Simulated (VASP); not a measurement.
## ZnO: single point with PBE

Crystal: ZnO.

```
Zn O
1.0
     4.06340    0.00000    0.00000
     0.00000    2.48132    0.00000
     0.00000    0.00000    4.41445
Zn O
2 2
Direct
  0.25000 0.00000 0.17052
  0.75000 0.00000 0.82948
  0.25000 0.50000 0.68047
  0.75000 0.50000 0.31953
```

The cell was built from a structure type or drawn by symmetry, and may not be a known phase.

| Item | Value |
| --- | --- |
| Program | VASP 6.6.1 |
| Task | single point |
| Functional | PBE |
| Potentials or basis | VASP PAW PBE potentials, release 64 (Zn, O) |
| Cutoff | 520 eV |
| k mesh | 4 × 8 × 4 |
| Occupations | gaussian, width 0.1 eV |
| Spin | collinear spin, ferromagnetic start |
| Starting moments | [0.0, 0.0, 1.0, 1.0] μB |
| Dipole correction | no |
| Further INCAR settings | ALGO = Normal; EDIFF = 1e-07; NBANDS = 30 |

| Quantity | Value |
| --- | --- |
| Pressure | -7.3 GPa |
| Largest force | 2.144 eV/Å |
| Band gap on the k mesh | zero (filled and empty bands overlap) |
| Net moment | 0.00 μB per cell |
| Valence electrons inside the program's atomic spheres | Zn 10.58; O 4.81 |

Forces in eV/Å, atoms in the order of the input:
```
Zn   0.000  0.000  1.727
Zn   0.000  0.000 -1.727
O    0.000  0.000  2.144
O    0.000  0.000 -2.144
```

Stress tensor (GPa, compression positive):
```
-17.88   0.00   0.00
  0.00  20.83   0.00
  0.00   0.00 -24.77
```

Levels at points of the mesh, in eV from the Fermi level:
Spin up:
```csv
k point,band 15,band 16,band 17,band 18,band 19,band 20,band 21,band 22
"(0.00, 0.00, 0.00)",-3.17,-2.70,-2.07,-0.34,0.13,0.34,5.27,7.55
"(0.50, 0.00, 0.00)",-4.31,-4.31,-0.03,-0.03,1.24,1.24,7.02,7.02
"(0.00, 0.50, 0.00)",-2.63,-2.44,-1.40,-0.97,1.50,2.35,3.74,5.32
"(0.50, 0.50, 0.00)",-3.15,-3.15,-1.78,-1.78,3.19,3.19,3.97,3.97
"(0.00, 0.00, 0.50)",-3.73,-3.44,-0.17,0.07,1.22,1.31,5.39,5.57
"(0.50, 0.00, 0.50)",-1.72,-1.72,0.02,0.02,1.31,1.31,5.09,5.09
"(0.00, 0.50, 0.50)",-3.65,-2.74,-2.44,-1.07,1.62,3.89,4.62,6.27
"(0.50, 0.50, 0.50)",-4.36,-4.36,-1.05,-1.05,1.81,1.81,4.87,4.87
```
Spin down:
```
           k point  band 16  band 17  band 18  band 19  band 20  band 21
(0.00, 0.00, 0.00)    -2.70    -2.07    -0.34     0.13     0.34     5.27
(0.50, 0.00, 0.00)    -4.31    -0.03    -0.03     1.24     1.24     7.02
(0.00, 0.50, 0.00)    -2.44    -1.40    -0.97     1.50     2.35     3.74
(0.50, 0.50, 0.00)    -3.15    -1.78    -1.78     3.19     3.19     3.97
(0.00, 0.00, 0.50)    -3.44    -0.17     0.07     1.22     1.31     5.39
(0.50, 0.00, 0.50)    -1.72     0.02     0.02     1.31     1.31     5.09
(0.00, 0.50, 0.50)    -2.74    -2.44    -1.07     1.62     3.89     4.62
(0.50, 0.50, 0.50)    -4.36    -1.05    -1.05     1.81     1.81     4.87
```

Wall time 3.2 min on 1 thread of Intel Xeon 8259CL (shared host), peak memory 0.22 GiB.

Caveat: the k points lie up to 0.39 Å⁻¹ apart, too coarse for converged energies and pressures of a metal; semilocal functionals underestimate gaps, so a narrow gap can read as zero; forces of over 1 eV/Å act on the atoms, so gaps and moduli don't describe the material at rest.
